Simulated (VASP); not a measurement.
Write the native input for VASP 6.6.1 that does the following.

| Property | Result |
| --- | --- |
| Task | single point |
| Functional | PBEsol |
| Potentials or basis | VASP PAW PBE potentials, release 64 (Be) |
| Cutoff | 520 eV |
| k mesh | 18 × 18 × 18 |
| Occupations | gaussian, width 0.15 eV |
| Spin | no spin polarisation |
| Dipole correction | no |
| Further INCAR settings | ALGO = Fast; EDIFF = 1e-06; NBANDS = 7 |

The structure of Be lies in POSCAR:

```
Be
1.0
   -1.1286825917      1.2050323879      1.2242430013
    1.1721965538     -1.2343914688      1.2971160443
    1.2370906683      1.3427995454     -1.2536020822
Be
1
Direct
    0.0000000000      0.0000000000      0.0000000000
```

This cell differs from its parent crystal: cell sheared at random, sigma 0.06, atoms nudged by 0.01 Å, then relaxed in part.

One way to write it, as run:

INCAR

```
SYSTEM = Be
  PREC = Accurate
  ENCUT = 520
  EDIFF = 1E-6
  ISMEAR = 0
  SIGMA = 0.15
  LREAL = .False.
  LASPH = .True.
  NELM = 100
  ALGO = Fast
  ISIF = 2
  LWAVE = .False.
  LCHARG = .False.
  GGA = PS
  NBANDS = 7
```

KPOINTS

```
regular mesh
0
Gamma
  18 18 18
  0 0 0
```

Potentials or basis: VASP PAW PBE potentials, release 64 (Be).

Run with:

```sh
$ cat potpaw_PBE.64/Be/POTCAR > POTCAR
$ mpirun -np 1 vasp_std > vasp.out
```

It gave:

```
Pressure               : 2.8 GPa
Band gap on the k mesh : zero (band 1 reaches 11.03 eV, above the bottom of band 2 at 6.29 eV)
```

Caveat: the cell differs from its parent crystal (cell sheared at random, sigma 0.06, atoms nudged by 0.01 Å, then relaxed in part); the PAW data sets were made with another functional, which shifts forces and pressure a little.

Wall time 67 s on 1 thread of AMD EPYC 9R45 (Zen 5), with other jobs on the host, peak memory 0.21 GiB.
